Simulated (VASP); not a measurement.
Here is a VASP 6.6.1 calculation.

Contents of INCAR:

```
SYSTEM = Mg4H
ALGO     = Normal         ! electronic algorithm
DIPOL    = 0.5 0.5 0.321
EDIFF    = 1E-7           ! SCF threshold, eV
ENCUT    = 520            ! plane-wave cutoff, eV
GGA      = PE             ! functional
IDIPOL   = 3            
ISIF     = 2              ! what is computed and relaxed
ISMEAR   = 0              ! smearing method
LASPH    = .TRUE.         ! aspherical terms in the spheres
LCHARG   = .FALSE.        ! write CHGCAR
LDIPOL   = .TRUE.       
LREAL    = .FALSE.        ! projectors in reciprocal space
LWAVE    = .FALSE.        ! write WAVECAR
NBANDS   = 20             ! bands
NELM     = 80             ! most SCF steps
PREC     = Accurate       ! precision mode
SIGMA    = 0.1            ! smearing width, eV
```

KPOINTS

```
k-points
0
G
  4 5 1
  0 0 0
```

The input POSCAR:

```
Mg4H
1.0
    6.4201385733      0.0000000000      0.0000000000
    0.0000000000      5.1379129567      0.0000000000
    0.0000000000      0.0000000000     21.6644777330
Mg H
8 2
Direct
    0.0000000000      0.7500000000      0.1846340378
    0.5000000000      0.7500000000      0.1846340378
    0.2500000000      0.2500000000      0.2274076137
    0.7500000000      0.2500000000      0.2274076137
    0.2500000000      0.7500000000      0.3173234500
    0.7500000000      0.7500000000      0.3173234500
    0.0000000000      0.2500000000      0.3537808678
    0.5000000000      0.2500000000      0.3537808678
    0.6993780397      0.0833333333      0.5199515018
    0.8006219603      0.0833333333      0.5199515018
```

Potentials or basis: VASP PAW PBE potentials, release 64 (Mg, H).

The run is started by

```bash
$ cat potpaw_PBE.64/Mg/POTCAR potpaw_PBE.64/H/POTCAR > POTCAR
$ mpirun -np 1 vasp_std > vasp.out
```

Problem. Estimate the band gap on the k mesh.

Solution. Zero (bands 9 and 10 overlap by 0.28 eV).

Problem. Predict the largest force.

Solution. 4.884 eV/Å.

Forces on the atoms (eV/Å):
```
Mg   0.013  0.000  0.189
Mg  -0.013  0.000  0.189
Mg   0.000  0.002 -0.113
Mg   0.000 -0.002 -0.104
Mg   0.000  0.001 -0.024
Mg   0.000 -0.002 -0.034
Mg   0.015  0.003 -0.065
Mg  -0.015  0.003 -0.065
H   -4.884 -0.002  0.013
H    4.884 -0.002  0.013
```
